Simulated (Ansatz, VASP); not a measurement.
**SrTiO3 in VASP and in Ansatz**

```
Sr Ti O
1.0
     3.89138    0.00000    0.00000
     0.00000    3.89138    0.00000
     0.00000    0.00000    3.89138
Sr Ti O
1 1 3
Cartesian
  0.0070 0.0000 0.0000
  1.9630 1.9457 1.9457
  -0.0283 1.9457 1.9457
  1.9147 0.0000 1.9457
  1.9147 1.9457 0.0000
```

Change from the starting cell: mode 1 frozen in at -0.031 Å and mode 7 at +0.000 Å (largest displacements).

Alike in both runs: task single point; functional PBEsol; k mesh 8 × 8 × 8; occupations gaussian, width 0.05 eV; no spin polarisation.

|  | VASP | Ansatz |
| --- | --- | --- |
| version | VASP 6.6.1 | Ansatz 0.2.0 |
| potentials or method | VASP PAW PBE potentials, release 64 (Sr_sv, Ti_sv, O), cutoff 520 eV | scalar-relativistic, plane waves, PAW |
| valence electrons in the cell | 40 | 40 |

Ansatz gave:

| Item | Value |
| --- | --- |
| gap on the k mesh at the Fermi level (eV) | 1.86 |
| least direct gap on the mesh (eV) | 2.23 |
| pressure (GPa) | 0.1 |
| traceless stress, the component that is largest in VASP (GPa) | 0.28 |
| rms of the force components (eV/Å) | 0.005 |

Q: Which values does VASP return?

A: gap on the k mesh at the Fermi level (eV): 1.83; least direct gap on the mesh (eV): 2.21; pressure (GPa): 0.8; traceless stress, the component that is largest in VASP (GPa): 0.29; rms of the force components (eV/Å): 0.009.

VASP's potentials were made for PBE, not for PBEsol, and Ansatz warns of the same on its side. Atom by atom the forces differ by 0.006 eV/Å (rms over components). The functional is the same, so the differences come from potentials, cutoffs and numerics.
